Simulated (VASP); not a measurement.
Input of a VASP 6.6.1 run:

Contents of INCAR:

```
PREC = Accurate ; ENCUT = 520
EDIFF = 1E-7 ; ISMEAR = 0
SIGMA = 0.1 ; LREAL = F
LASPH = T ; NELM = 150
ALGO = Normal ; ISIF = 2
LWAVE = F ; LCHARG = F
ISPIN = 2 ; MAGMOM = 0 0 0 0 1 0
LORBIT = 11 ; LMAXMIX = 4
GGA = PE ; NBANDS = 55
```

KPOINTS

```
Automatic mesh
0
Gamma
  6 6 2
```

The input POSCAR:

```
Ge4MoW
1.0
    3.3397563000      0.0000000000      0.0000000000
    0.0000000000      3.3397563000      0.0000000000
    0.0000000000      0.0000000000      8.2881637000
Ge Mo W
4 1 1
Direct
    0.0000000000      0.0000000000      0.6627370000
    0.5000000000      0.5000000000      0.1614470000
    0.0000000000      0.0000000000      0.3372630000
    0.5000000000      0.5000000000      0.8385530000
    0.0000000000      0.0000000000      0.0000000000
    0.5000000000      0.5000000000      0.5000000000
```

Potentials or basis: VASP PAW PBE potentials, release 64 (Ge_d, Mo_sv, W_sv).

The run is started by

```bash
$ cat potpaw_PBE.64/Ge_d/POTCAR potpaw_PBE.64/Mo_sv/POTCAR potpaw_PBE.64/W_sv/POTCAR > POTCAR
$ mpirun -np 1 vasp_std > vasp.out
```

(1) Estimate the pressure.

(2) Predict the band gap on the k mesh.

(3) Predict the net moment.

Results:

(1) 0.4 GPa.

(2) zero (filled and empty bands overlap).

(3) 0.00 μB per cell.

Caveat: the k points lie up to 0.38 Å⁻¹ apart; spin-orbit coupling is left out, which moves the levels of the heavy elements.
